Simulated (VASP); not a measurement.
# AlNi (Pm-3m) in VASP: settings compared

Aim: see how the results for AlNi move with the level of theory and the settings. Levels: revPBE+D4, PBE. Tasks: single point.

All numbers are computed with VASP 6.6.1; they aren't measurements. Logs are shortened: lines on timing, memory, paths and dates and some standing lists are left out, and cuts for length are marked.

### 1 The cell of the first run

The structure is cubic, space group Pm-3m (No. 221). Conventional cell: a = 2.852 Å, b = 2.852 Å, c = 2.852 Å, α = 90.00°, β = 90.00°, γ = 90.00°. Ni (site symmetry m-3m) has 8 Al at 2.47 Å and 6 Ni at 2.85 Å within 3.3 Å. Within 3.3 Å of Al (site symmetry m-3m) lie 8 Ni at 2.47 Å and 6 Al at 2.85 Å.

### 2 Single point, revPBE+D4, collinear spin, ferromagnetic start

INCAR

```
PREC = Accurate ; ENCUT = 520
EDIFF = 1E-6 ; ISMEAR = -1
SIGMA = 0.05 ; LREAL = F
LASPH = T ; NELM = 150
ALGO = Normal ; ISIF = 2
LWAVE = F ; LCHARG = F
ISPIN = 2 ; MAGMOM = 1 0
LORBIT = 11 ; LMAXMIX = 4
GGA = RE ; IVDW = 13
NBANDS = 18
```

KPOINTS

```
regular mesh
0
Gamma
  9 9 9
```

POSCAR

```
AlNi
1.0
    2.8522743312      0.0000000000      0.0000000000
    0.0000000000      2.8522743312      0.0000000000
    0.0000000000      0.0000000000      2.8522743312
Ni Al
1 1
Direct
    0.5000000000      0.5000000000      0.5000000000
    0.0000000000      0.0000000000      0.0000000000
```

Potentials or basis: VASP PAW PBE potentials, release 64 (Ni, Al).

The run is started by

```console
cat potpaw_PBE.64/Ni/POTCAR potpaw_PBE.64/Al/POTCAR > POTCAR
mpirun -np 1 vasp_std > vasp.out
```

OUTCAR:

```text
PREC = Accurate
   ENCUT = 520
   EDIFF = 1E-6
   ISMEAR = -1
   LREAL = F
   LASPH = T
   NELM = 150
   ISIF = 2
   ISPIN = 2
   LORBIT = 11
   GGA = RE
   IVDW = 13

 ion  position               nearest neighbor table
   1  0.500  0.500  0.500-   2 2.47   2 2.47   2 2.47   2 2.47   2 2.47   2 2.47   2 2.47   2 2.47

   2  0.000  0.000  0.000-   1 2.47   1 2.47   1 2.47   1 2.47   1 2.47   1 2.47   1 2.47   1 2.47

  LATTYP: Found a simple cubic cell.
 ALAT       =     2.8522743312

  Lattice vectors:

 A1 = (   2.8522743312,   0.0000000000,   0.0000000000)
 A2 = (   0.0000000000,   2.8522743312,   0.0000000000)
 A3 = (   0.0000000000,   0.0000000000,   2.8522743312)

Analysis of symmetry for initial positions (statically):
=====================================================================
 Subroutine PRICEL returns:
 Original cell was already a primitive cell.

 Routine SETGRP: Setting up the symmetry group for a
 simple cubic supercell.

 Subroutine GETGRP returns: Found 48 space group operations
 (whereof 48 operations were pure point group operations)
 out of a pool of 48 trial point group operations.

The static configuration has the point symmetry O_h .

Analysis of symmetry for dynamics (positions and initial velocities):
=====================================================================
 Subroutine PRICEL returns:
 Original cell was already a primitive cell.

 Routine SETGRP: Setting up the symmetry group for a
 simple cubic supercell.

 Subroutine GETGRP returns: Found 48 space group operations
 (whereof 48 operations were pure point group operations)
 out of a pool of 48 trial point group operations.

The dynamic configuration has the point symmetry O_h .

Analysis of structural, dynamic, and magnetic symmetry:
=====================================================================
 Subroutine PRICEL returns:
 Original cell was already a primitive cell.

 Routine SETGRP: Setting up the symmetry group for a
 simple cubic supercell.

 Subroutine GETGRP returns: Found 48 space group operations
 (whereof 48 operations were pure point group operations)
 out of a pool of 48 trial point group operations.

The overall configuration has the point symmetry O_h .

 Subroutine INISYM returns: Found 48 space group operations
 (whereof 48 operations are pure point group operations),
 and found     1 'primitive' translations

----------------------------------------------------------------------------------------

                                     Primitive cell

  volume of cell :      23.2046

  direct lattice vectors                    reciprocal lattice vectors
     2.852274331  0.000000000  0.000000000     0.350597412  0.000000000  0.000000000
     0.000000000  2.852274331  0.000000000     0.000000000  0.350597412  0.000000000
     0.000000000  0.000000000  2.852274331     0.000000000  0.000000000  0.350597412

  length of vectors
     2.852274331  2.852274331  2.852274331     0.350597412  0.350597412  0.350597412

  position of ions in fractional coordinates (direct lattice)
     0.500000000  0.500000000  0.500000000
     0.000000000  0.000000000  0.000000000

  ion indices of the primitive-cell ions
   primitive index   ion index
                 1           1
                 2           2

----------------------------------------------------------------------------------------

 KPOINTS: regular mesh

Automatic generation of k-mesh.
 Grid dimensions read from file:
 generate k-points for:    9    9    9

 Generating k-lattice:

  Cartesian coordinates                     Fractional coordinates (reciprocal lattice)
     0.038955268  0.000000000  0.000000000     0.111111111  0.000000000  0.000000000
     0.000000000  0.038955268  0.000000000     0.000000000  0.111111111  0.000000000
     0.000000000  0.000000000  0.038955268     0.000000000  0.000000000  0.111111111

  Length of vectors
     0.038955268  0.038955268  0.038955268

  Shift w.r.t. Gamma in fractional coordinates (k-lattice)
     0.000000000  0.000000000  0.000000000

 Subroutine IBZKPT returns following result:
 ===========================================

 Found     35 irreducible k-points:

 Following reciprocal coordinates:
            Coordinates               Weight
  0.000000  0.000000  0.000000      1.000000
  0.111111  0.000000  0.000000      6.000000
  0.222222  0.000000  0.000000      6.000000
  0.333333  0.000000  0.000000      6.000000
  0.444444  0.000000  0.000000      6.000000
  0.111111  0.111111  0.000000     12.000000
[... 16 lines left out ...]
  0.333333  0.333333  0.111111     24.000000
  0.444444  0.333333  0.111111     48.000000
 [... further k-points ...]
   k-points           NKPTS =     35   k-points in BZ     NKDIM =     35   number of bands    NBANDS=     18
   number of dos      NEDOS =    301   number of ions     NIONS =      2
   total plane-waves  NPLWV =  13824
   dimension x,y,z NGX =    24 NGY =   24 NGZ =   24
   dimension x,y,z NGXF=    48 NGYF=   48 NGZF=   48
   ions per type =               1   1
   NGX,Y,Z   is equivalent  to a cutoff of  13.99, 13.99, 13.99 a.u.
   NGXF,Y,Z  is equivalent  to a cutoff of  27.98, 27.98, 27.98 a.u.
 SYSTEM =  unknown system
   PREC   = accura    normal or accurate (medium, high low for compatibility)
   ISTART =      0    job   : 0-new  1-cont  2-samecut
   ICHARG =      2    charge: 1-file 2-atom 10-const
   ISPIN  =      2    spin polarized calculation?
   LNONCOLLINEAR =      F non collinear calculations
   LSORBIT =      F    spin-orbit coupling
   LASPH  =      T    aspherical Exc in radial PAW
   ENCUT  =  520.0 eV  38.22 Ry    6.18 a.u.   5.30  5.30  5.30*2*pi/ulx,y,z
   NELM   =    150;   NELMIN=  2; NELMDL= -5     # of ELM steps
   EDIFF  = 0.1E-05   stopping-criterion for ELM
   LREAL  =      F    real-space projection
   EDIFFG = 0.1E-04   stopping-criterion for IOM
   NSW    =      0    number of steps for IOM
   IBRION =     -1    ionic relax: 0-MD 1-quasi-New 2-CG
   NFREE  =      0    steps in history (QN), initial steepest desc. (CG)
   ISIF   =      2    stress and relaxation
   ISYM   =      2    0-nonsym 1-usesym 2-fastsym
   POTIM  = 0.5000    time-step for ionic-motion
   TEBEG  =    0.0;   TEEND  =   0.0 temperature during run
   PSTRESS=    0.0 pullay stress
   NELECT =      13.0000    total number of electrons
   NUPDOWN=      -1.0000    fix difference up-down
   EMIN   =  10.00;   EMAX   =-10.00  energy-range for DOS
   EFERMI =   0.00;   METHOD = LEGACY
   ISMEAR =    -1;   SIGMA  =   0.05  broadening in eV -4-tet -1-fermi 0-gaus
   EFERMI_NEDOS =   21; number of points for ismear=-14 and -15
   IALGO  =     38    algorithm
   IMIX   =      4    mixing-type and parameters
     AMIX     =   0.40;   BMIX     =  1.00
     AMIX_MAG =   1.60;   BMIX_MAG =  1.00
  volume/ion in A,a.u.               =      11.60        78.30
  Fermi-wavevector in a.u.,A,eV,Ry     =   1.349578  2.550333 24.781118  1.821361
  Thomas-Fermi vector in A             =   2.477153
   LORBIT       =     11    0 simple, 1 ext, 2 COOP (PROOUT), +10 PAW based schemes
   GGA     = RE    functional components
   LHFCALC =     F    Hartree Fock is set to
   AEXX    =    0.0000 exact exchange contribution
   IVDW    =    13    specifies the selected vdW correction
   LEPSILON=     F    determine dielectric tensor
   LRPA    =     F    only Hartree local field effects (RPA)
 spin polarized calculation
  energy-cutoff  :      520.00
  volume of cell :       23.20
 maximum number of plane-waves:       638
 NGX is ok and might be reduce to    24
   NGX = 11   NGY = 11   NGZ = 11

 number of electron      13.0000005 magnetization      -0.0003263

 number of electron      13.0000005 magnetization       0.0002689

 Free energy of the ion-electron system (eV)
  ---------------------------------------------------
  ext. energy  EPLUGINS =         0.00000000
  ---------------------------------------------------
  free energy    TOTEN  =        -9.86964806 eV

  energy without entropy =       -9.86333596  energy(sigma->0) =       -9.86649201

 E-fermi :  10.5297     XC(G=0): -12.1296

 val. band max:       10.4664988279   @ k =   0.3333   0.1111   0.0000
 cond. band min:      10.5839971427   @ k =   0.3333   0.1111   0.1111
 fundamental gap:      0.1174983147
 Fermi energy:        10.5296719595

 spin component 1

 k-point     1 :       0.0000    0.0000    0.0000
  band No.  band energies     occupation
      1      -0.8394      1.00000
      2       7.1342      1.00000
      3       7.1342      1.00000
      4       8.9037      1.00000
      5       8.9037      1.00000
      6       8.9037      1.00000
[... 10 lines left out ...]
     17      34.1207      0.00000
     18      34.1207      0.00000
[... 463 lines left out ...]
 k-point    24 :       0.4444    0.3333    0.1111
  band No.  band energies     occupation
      1       4.3540      1.00000
      2       5.9477      1.00000
      3       7.3924      1.00000
      4       7.9229      1.00000
      5       8.5098      1.00000
      6       8.6642      1.00000
[... 10 lines left out ...]
     17      33.4842      0.00000
     18      37.4670      0.00000

 [... further k-points ...]

 spin component 2

 k-point     1 :       0.0000    0.0000    0.0000
  band No.  band energies     occupation
      1      -0.8395      1.00000
      2       7.1343      1.00000
      3       7.1343      1.00000
      4       8.9037      1.00000
      5       8.9037      1.00000
      6       8.9037      1.00000
[... 10 lines left out ...]
     17      34.1207      0.00000
     18      34.1207      0.00000
[... 463 lines left out ...]
 k-point    24 :       0.4444    0.3333    0.1111
  band No.  band energies     occupation
      1       4.3539      1.00000
      2       5.9477      1.00000
      3       7.3924      1.00000
      4       7.9230      1.00000
      5       8.5099      1.00000
      6       8.6642      1.00000
[... 10 lines left out ...]
     17      33.4842      0.00000
     18      37.4669      0.00000

 [... further k-points ...]

------------------------ aborting loop because EDIFF is reached ----------------------------------------

  DFT-D4 for vdW energy calculation

  Edisp (eV):   -1.53378

  FORCE on cell =-STRESS in cart. coord.  units (eV):
  Direction    XX          YY          ZZ          XY          YZ          ZX
  --------------------------------------------------------------------------------------
  -------------------------------------------------------------------------------------
  Total      -0.02071    -0.02071    -0.02071     0.00000     0.00000    -0.00000
  in kB      -1.42993    -1.42993    -1.42993     0.00000     0.00000    -0.00000
  external pressure =       -1.43 kB  Pullay stress =        0.00 kB

 VOLUME and BASIS-vectors are now :
 -----------------------------------------------------------------------------
  energy-cutoff  :      520.00
  volume of cell :       23.20
      direct lattice vectors                 reciprocal lattice vectors
     2.852274331  0.000000000  0.000000000     0.350597412  0.000000000  0.000000000
     0.000000000  2.852274331  0.000000000     0.000000000  0.350597412  0.000000000
     0.000000000  0.000000000  2.852274331     0.000000000  0.000000000  0.350597412

 POSITION                                       TOTAL-FORCE (eV/Angst)
 -----------------------------------------------------------------------------------
      1.42614      1.42614      1.42614         0.000000      0.000000      0.000000
      0.00000      0.00000      0.00000         0.000000      0.000000      0.000000
 -----------------------------------------------------------------------------------
    total drift:                                0.000000      0.000000     -0.000000

  FREE ENERGIE OF THE ION-ELECTRON SYSTEM (eV)
  ---------------------------------------------------
  free  energy   TOTEN  =       -11.4034274551 eV

  energy  without entropy=      -11.3971153619  energy(sigma->0) =      -11.40027141

 total charge

# of ion       s       p       d       tot
------------------------------------------
    1        0.486   0.545   8.480   9.511
    2        0.389   0.427   0.000   0.816
--------------------------------------------------
tot          0.875   0.972   8.480  10.327

 magnetization (x)

# of ion       s       p       d       tot
------------------------------------------
    1       -0.000  -0.000   0.000   0.000
    2        0.000   0.000   0.000   0.000
--------------------------------------------------
tot          0.000   0.000   0.000   0.000
```

Wall time 19 s (1 thread of Intel Xeon Platinum 8259CL at 2.50GHz (Skylake/Cascade Lake), shared host); peak memory 0.16 GiB.

Results:

| Item | Value |
| --- | --- |
| Free energy | -11.4034 eV |
| Pressure | -0.1 GPa |
| Net moment | 0.00 μB per cell |
| Valence electrons inside the program's atomic spheres | Ni 9.51; Al 0.82 |
| Dispersion energy per atom | -0.767 eV |

Levels at points of the mesh, in eV from the Fermi level:
Spin up:
| k point | band 3 | band 4 | band 5 | band 6 | band 7 | band 8 | band 9 | band 10 |
| --- | --- | --- | --- | --- | --- | --- | --- | --- |
| (0.00, 0.00, 0.00) | -3.40 | -1.63 | -1.63 | -1.63 | 5.64 | 5.64 | 5.64 | 8.17 |
Spin down:
```tsv
k point	band 2	band 3	band 4	band 5	band 6	band 7	band 8	band 9	band 10	band 11
(0.00, 0.00, 0.00)	-3.40	-3.40	-1.63	-1.63	-1.63	5.64	5.64	5.64	8.17	8.17
```

Caveat: the moments typed at the start vanished in this run; the PAW data sets were made with another functional, which shifts forces and pressure a little.

### 3 Single point, PBE, collinear spin, ferromagnetic start

This run uses another cell than the first one, of 11.96 Å³/atom.

INCAR

```
ALGO = Fast ; EDIFF = 1E-6
ENCUT = 520 ; GGA = PE
ISIF = 2 ; ISMEAR = 0
ISPIN = 2 ; LASPH = T
LCHARG = F ; LMAXMIX = 4
LORBIT = 11 ; LREAL = F
LWAVE = F ; MAGMOM = 1 0
NBANDS = 18 ; NELM = 150
PREC = Accurate ; SIGMA = 0.012
```

KPOINTS

```
k-points
0
Gamma
  9 9 9
```

POSCAR

```
AlNi
1.0
    2.8810000000      0.0000000000      0.0000000000
    0.0000000000      2.8810000000      0.0000000000
    0.0000000000      0.0000000000      2.8810000000
Ni Al
1 1
Direct
    0.5000000000      0.5000000000      0.5000000000
    0.0000000000      0.0000000000      0.0000000000
```

Potentials or basis: VASP PAW PBE potentials, release 64 (Ni, Al).

The run is started by

```console
cat potpaw_PBE.64/Ni/POTCAR potpaw_PBE.64/Al/POTCAR > POTCAR
mpirun -np 1 vasp_std > vasp.out
```

Wall time 21 s (1 thread of Intel Xeon Platinum 8259CL at 2.50GHz (Skylake/Cascade Lake), shared host); peak memory 0.16 GiB.

Results (log left out):

```yaml
Free_energy: -10.5331 eV
Pressure: 1.8 GPa
Net_moment: 0.00 μB per cell
Valence_electrons_inside_the_program's_atomic_spheres: Ni 9.46; Al 0.80
```

Levels at points of the mesh, in eV from the Fermi level:
Spin up:
| k point | band 4 | band 5 | band 6 | band 7 | band 8 | band 9 |
| --- | --- | --- | --- | --- | --- | --- |
| (0.00, 0.00, 0.00) | -1.58 | -1.58 | -1.58 | 5.47 | 5.47 | 5.47 |
Spin down:
```
           k point  band 3  band 4  band 5  band 6  band 7  band 8  band 9  band 10
(0.00, 0.00, 0.00)   -3.27   -1.58   -1.58   -1.58    5.47    5.47    5.47     8.09
```

Caveat: the moments typed at the start vanished in this run.

(Continued in part 2 of 2.)
